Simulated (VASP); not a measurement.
Input of a VASP 6.6.1 run:

INCAR

```
PREC = Accurate
ENCUT = 520
EDIFF = 1E-8
ISMEAR = -1
SIGMA = 0.05
LREAL = F
LASPH = T
NELM = 80
ALGO = Normal
ISIF = 2
LWAVE = F
LCHARG = F
GGA = PE
LEFG = T
NBANDS = 12
```

Contents of KPOINTS:

```
regular mesh
0
Gamma
  9 9 9
```

The input POSCAR:

```
Sb
1.0
    2.1215346023      1.2248685738      3.6933992025
   -2.1215346023      1.2248685738      3.6933992025
    0.0000000000     -2.4497371474      3.6933992025
Sb
2
Direct
    0.2336400000      0.2336400000      0.2336400000
    0.7663600000      0.7663600000      0.7663600000
```

Potentials or basis: VASP PAW PBE potentials, release 64 (Sb).

Launch:

```console
$ cat potpaw_PBE.64/Sb/POTCAR > POTCAR
$ mpirun -np 1 vasp_std > vasp.out
```

Question: Estimate the pressure.

Answer: 6.1 GPa.

Question: Estimate the largest force.

Answer: 0.486 eV/Å.

Forces in eV/Å, atoms in the order of the input:
```
Sb   0.000  0.000  0.486
Sb   0.000  0.000 -0.486
```

Caveat: without QUAD_EFG the Cq values of the log hold for a quadrupole moment of 1 mb, not for the nuclei.
